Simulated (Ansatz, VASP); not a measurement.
## Two plane-wave programs on WS2

INCAR

```
SYSTEM = WS2
PREC     = Accurate       ! precision mode
ENCUT    = 520            ! plane-wave cutoff, eV
EDIFF    = 1E-7           ! SCF threshold, eV
ISMEAR   = 0              ! smearing method
SIGMA    = 0.05           ! smearing width, eV
LREAL    = .False.        ! projectors in reciprocal space
LASPH    = .True.         ! aspherical terms in the spheres
NELM     = 80             ! most SCF steps
ALGO     = Normal         ! electronic algorithm
ISIF     = 2              ! what is computed and relaxed
LWAVE    = .False.        ! write WAVECAR
LCHARG   = .False.        ! write CHGCAR
GGA      = PE             ! functional
IVDW     = 12             ! dispersion correction
NBANDS   = 35             ! bands
```

Contents of KPOINTS:

```
regular mesh
0
Gamma
  12 12 4
  0 0 0
```

Contents of POSCAR:

```
WS2
1.0
    3.1542063626      0.0000000000      0.0000000000
   -1.5771031813      2.7316228388     -0.0409743426
    0.0000000000     -0.1820985709     12.1399047294
W S
2 4
Direct
    0.3333333333      0.6666666667      0.2500000000
    0.6666666667      0.3333333333      0.7500000000
    0.3333333333      0.6666666667      0.6202873801
    0.6666666667      0.3333333333      0.1202873801
    0.3333333333      0.6666666667      0.8797126199
    0.6666666667      0.3333333333      0.3797126199
```

Input for Ansatz:

```yaml
crystal:
  lattice:
    - [3.1542063626, 0.0, 0.0]
    - [-1.5771031813, 2.7316228388, -0.0409743426]
    - [0.0, -0.1820985709, 12.1399047294]
  atoms:
    - { symbol: W, position: [0.3333333333, 0.6666666667, 0.25] }
    - { symbol: W, position: [0.6666666667, 0.3333333333, 0.75] }
    - { symbol: S, position: [0.3333333333, 0.6666666667, 0.6202873801] }
    - { symbol: S, position: [0.6666666667, 0.3333333333, 0.1202873801] }
    - { symbol: S, position: [0.3333333333, 0.6666666667, 0.8797126199] }
    - { symbol: S, position: [0.6666666667, 0.3333333333, 0.3797126199] }
basis:
  ecutwfc: 420
kpoints:
  mp_grid: { grid: [12, 12, 4] }
hamiltonian:
  xc: pbe
  dispersion: d3bj
scf:
  occupations: { method: gaussian, width: 0.05 }
output:
  forces: true
  stress: true
  eigenvalues: true
```

Change from the starting cell: strain -0.0300 x Voigt [0, 0, 0, 1, 0, 0], atoms carried along.

Alike in both runs: task single point; functional PBE; dispersion D3(BJ); k mesh 12 × 12 × 4; occupations gaussian, width 0.05 eV; no spin polarisation.

|  | VASP | Ansatz |
| --- | --- | --- |
| version | VASP 6.6.1 | Ansatz 0.2.0 |
| potentials or method | VASP PAW PBE potentials, release 64 (W_sv, S), cutoff 520 eV | scalar-relativistic, plane waves, PAW |
| valence electrons in the cell | 52 | 52 |

|  | VASP | Ansatz | Ansatz less VASP |
| --- | --- | --- | --- |
| gap on the k mesh at the Fermi level (eV) | 0.90 | 0.88 | -0.017 |
| least direct gap on the mesh (eV) | 1.83 | 1.82 | -0.003 |
| pressure (GPa) | 0.2 | 0.2 | +0.04 |
| traceless stress, the component that is largest in VASP (GPa) | 4.81 | 4.81 | +0.001 |
| rms of the force components (eV/Å) | 0.216 | 0.216 | -0.0001 |

Atom by atom the forces differ by 0.001 eV/Å (rms over components).

Neither program's run includes spin-orbit coupling.
